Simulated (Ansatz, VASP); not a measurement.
One calculation of HgTe, two programs

```
Hg Te
1.0
     0.00000    3.19293    3.19293
     3.19293    0.00000    3.19293
     3.19293    3.19293    0.00000
Hg Te
1 1
Direct
  0.00000 0.00000 0.00000
  0.75000 0.75000 0.75000
```

Alike in both runs: task single point; functional b88 exchange, pbe correlation; k mesh 7 × 7 × 7; occupations fermi-dirac, width 0.05 eV; no spin polarisation.

|  | VASP | Ansatz |
| --- | --- | --- |
| version | VASP 6.6.1 | Ansatz 0.2.0 |
| potentials or method | VASP PAW PBE potentials, release 64 (Hg, Te) | Ansatz PAW |
| plane-wave cutoff (eV) | 500 | 420 |
| valence electrons in the cell | 18 | 36 |

```tsv
	VASP	Ansatz	Ansatz less VASP
gap on the k mesh at the Fermi level (eV)	none	none	-
pressure (GPa)	5.7	5.6	-0.09
```

VASP's potentials were made for PBE, not for b88 exchange, pbe correlation. A gap of «none» marks a metal or a gap that the smearing closes. With one functional, cell and mesh, what is left measures potentials, basis and numerics. VASP's potentials hold 18 valence electrons a cell and Ansatz's 36, so a difference there can come from the potentials and not from the codes.

Neither program's run includes spin-orbit coupling.
